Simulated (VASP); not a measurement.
Here is a VASP 6.6.1 calculation.

POSCAR

```
ZnS
1.0
    3.9005871155      0.0000000000      0.0000000000
   -1.9502935578      3.3780075317      0.0000000000
    0.0000000000      0.0000000000      6.4000929290
Zn S
2 2
Direct
    0.3333333333      0.6666666667      0.0001105057
    0.6666666667      0.3333333333      0.5001105057
    0.3333333333      0.6666666667      0.3748894943
    0.6666666667      0.3333333333      0.8748894943
```

File INCAR.step1:

```
SYSTEM = ZnS
  PREC = Accurate
  ENCUT = 520
  ISMEAR = 0
  SIGMA = 0.01
  LREAL = .False.
  LASPH = .True.
  NELM = 100
  NBANDS = 26
  GGA = PE
  ALGO = Normal
  EDIFF = 1E-4
  LWAVE = .True.
  LCHARG = .False.
```

The input INCAR.step2:

```
SYSTEM = ZnS
  PREC = Accurate
  ENCUT = 520
  EDIFF = 1E-6
  ISMEAR = 0
  SIGMA = 0.01
  LREAL = .False.
  LASPH = .True.
  NELM = 100
  ALGO = Normal
  ISIF = 2
  LWAVE = .False.
  LCHARG = .True.
  METAGGA = R2SCAN
  LMIXTAU = .True.
  LELF = .True.
  LVHAR = .True.
  NBANDS = 26
  ISTART = 1
```

File KPOINTS:

```
regular mesh
0
Gamma
  12 12 4
  0 0 0
```

Potentials or basis: VASP PAW PBE potentials, release 64 (Zn, S).

Launch:

```bash
$ cat potpaw_PBE.64/Zn/POTCAR potpaw_PBE.64/S/POTCAR > POTCAR
$ cp INCAR.step1 INCAR
$ mpirun -np 1 vasp_std > vasp.out
$ cp INCAR.step2 INCAR
$ mpirun -np 1 vasp_std > vasp.out
```

**Question.** What does it give for the largest force?

**Answer.** 0.006 eV/Å.

**Question.** What does it give for the band gap on the k mesh?

**Answer.** 2.44 eV, direct.

**Question.** Estimate the pressure.

**Answer.** -4.9 GPa.

Forces in eV/Å, atoms in the order of the input:
```
Zn   0.000  0.000 -0.006
Zn   0.000  0.000 -0.006
S    0.000  0.000  0.006
S    0.000  0.000  0.006
```

Caveat: the cell differs from its parent crystal (strain +2.5%); the PAW data sets were made with another functional, which shifts forces and pressure a little. A k mesh can miss the band edges.
